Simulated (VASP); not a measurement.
Input of a VASP 6.6.1 run:

Contents of INCAR:

```
SYSTEM = BP
PREC = Accurate ; ENCUT = 420
EDIFF = 1E-6 ; ISMEAR = 0
SIGMA = 0.03 ; LREAL = .False.
LASPH = .True. ; NELM = 120
ALGO = Normal ; ISIF = 2
LWAVE = .False. ; LCHARG = .True.
LDIPOL = .True. ; IDIPOL = 3
DIPOL = 0.5 0.5 0.500 ; GGA = PS
LELF = .True. ; LVHAR = .True.
LVACPOTAV = .True. ; NBANDS = 11
GGA_COMPAT = .False. ; NELMDL = -8
```

File KPOINTS:

```
Automatic mesh
0
Gamma
  12 12 1
  0 0 0
```

File POSCAR:

```
BP
1.0
    3.2000000000      0.0000000000      0.0000000000
   -1.6000000000      2.7712812921      0.0000000000
    0.0000000000      0.0000000000     14.0000000000
B P
1 1
Direct
    0.3333330000      0.6666670000      0.5000000000
    0.6666670000      0.3333330000      0.5000000000
```

Potentials or basis: VASP PAW PBE potentials, release 64 (B, P).

Run with:

```console
$ cat potpaw_PBE.64/B/POTCAR potpaw_PBE.64/P/POTCAR > POTCAR
$ mpirun -np 1 vasp_std > vasp.out
```

Task: Estimate the band gap on the k mesh.

Result: 0.87 eV.
